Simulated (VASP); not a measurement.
A run of VASP 6.6.1 is set up as follows.

Contents of INCAR:

```
PREC     = Accurate       # precision mode
ENCUT    = 520            # plane-wave cutoff, eV
EDIFF    = 1E-6           # SCF threshold, eV
ISMEAR   = -1             # smearing method
SIGMA    = 0.1            # smearing width, eV
LREAL    = F              # projectors in reciprocal space
LASPH    = T              # aspherical terms in the spheres
NELM     = 60             # most SCF steps
ALGO     = Normal         # electronic algorithm
ISIF     = 2              # what is computed and relaxed
LWAVE    = F              # write WAVECAR
LCHARG   = T              # write CHGCAR
GGA      = PE             # functional
LELF     = T              # ELF
LVHAR    = T            
NBANDS   = 16             # bands
```

The input KPOINTS:

```
Automatic mesh
0
Gamma
  6 6 6
```

File POSCAR:

```
ZnS
1.0
    0.0000000000      2.7218099585      2.7218099585
    2.7218099585      0.0000000000      2.7218099585
    2.7218099585      2.7218099585      0.0000000000
Zn S
1 1
Direct
    0.0000000000      0.0000000000      0.0000000000
    0.2500000000      0.2500000000      0.2500000000
```

Potentials or basis: VASP PAW PBE potentials, release 64 (Zn, S).

Command:

```console
$ cat potpaw_PBE.64/Zn/POTCAR potpaw_PBE.64/S/POTCAR > POTCAR
$ mpirun -np 1 vasp_std > vasp.out
```

**Question.** Estimate the band gap on the k mesh.

**Answer.** 2.02 eV, direct.

**Question.** Predict the pressure.

**Answer.** 0.2 GPa.

**Experimental background.**

“Electronic, vibrational, and thermodynamic properties of ZnS (zincblende and rocksalt structure)”, 2009, arxiv:0911.5022 quotes, for a bulk crystal of ZnS at 19 K: band gap 3.85 eV (direct).

A measured gap of ZnS is 3.85 eV (direct; 19 K; quoted in “Electronic, vibrational, and thermodynamic properties of ZnS (zincblende and rocksalt structure)”, 2009, arxiv:0911.5022); the calculated 2.02 eV misses it by -1.83 eV. The value is that of PBE, without temperature or zero-point motion. Semilocal functionals fall short of measured gaps as a rule.
